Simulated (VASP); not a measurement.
Input of a VASP 6.6.1 run:

POSCAR

```
Be
1.0
    2.2645998697      0.0000000000      0.0000000000
   -1.1322999349      1.9612010165      0.0000000000
    0.0000000000      0.0000000000      3.5612588026
Be
2
Direct
    0.3333333333      0.6666666667      0.2500000000
    0.6666666667      0.3333333333      0.7500000000
```

The input INCAR.step1:

```
ALGO     = Normal         # electronic algorithm
EDIFF    = 1E-4           # SCF threshold, eV
ENCUT    = 520            # plane-wave cutoff, eV
GGA      = PE             # functional
ISMEAR   = -1             # smearing method
LASPH    = True           # aspherical terms in the spheres
LCHARG   = False          # write CHGCAR
LREAL    = False          # projectors in reciprocal space
LWAVE    = True           # write WAVECAR
NBANDS   = 9              # bands
NELM     = 80             # most SCF steps
PREC     = Accurate       # precision mode
SIGMA    = 0.1            # smearing width, eV
```

The input INCAR.step2:

```
ALGO     = Normal         # electronic algorithm
EDIFF    = 1E-6           # SCF threshold, eV
ENCUT    = 520            # plane-wave cutoff, eV
ISIF     = 2              # what is computed and relaxed
ISMEAR   = -1             # smearing method
ISTART   = 1            
LASPH    = True           # aspherical terms in the spheres
LCHARG   = False          # write CHGCAR
LMIXTAU  = True         
LREAL    = False          # projectors in reciprocal space
LWAVE    = False          # write WAVECAR
METAGGA  = R2SCAN         # meta-GGA
NBANDS   = 9              # bands
NELM     = 80             # most SCF steps
PREC     = Accurate       # precision mode
SIGMA    = 0.1            # smearing width, eV
```

The input KPOINTS:

```
k-points
0
Gamma
  8 8 4
```

Potentials or basis: VASP PAW PBE potentials, release 64 (Be).

Command:

```console
$ cat potpaw_PBE.64/Be/POTCAR > POTCAR
$ cp INCAR.step1 INCAR
$ mpirun -np 1 vasp_std > vasp.out
$ cp INCAR.step2 INCAR
$ mpirun -np 1 vasp_std > vasp.out
```

Q: Predict the pressure.

A: 0.3 GPa.

Q: What does it give for the band gap on the k mesh?

A: Zero (band 2 reaches 8.00 eV, above the bottom of band 3 at 7.93 eV).

Stress tensor (GPa, compression positive):
```
-1.28  0.00  0.00
 0.00 -1.28  0.00
 0.00  0.00  3.34
```

Caveat: the k points lie up to 0.44 Å⁻¹ apart; the PAW data sets were made with another functional, which shifts forces and pressure a little.
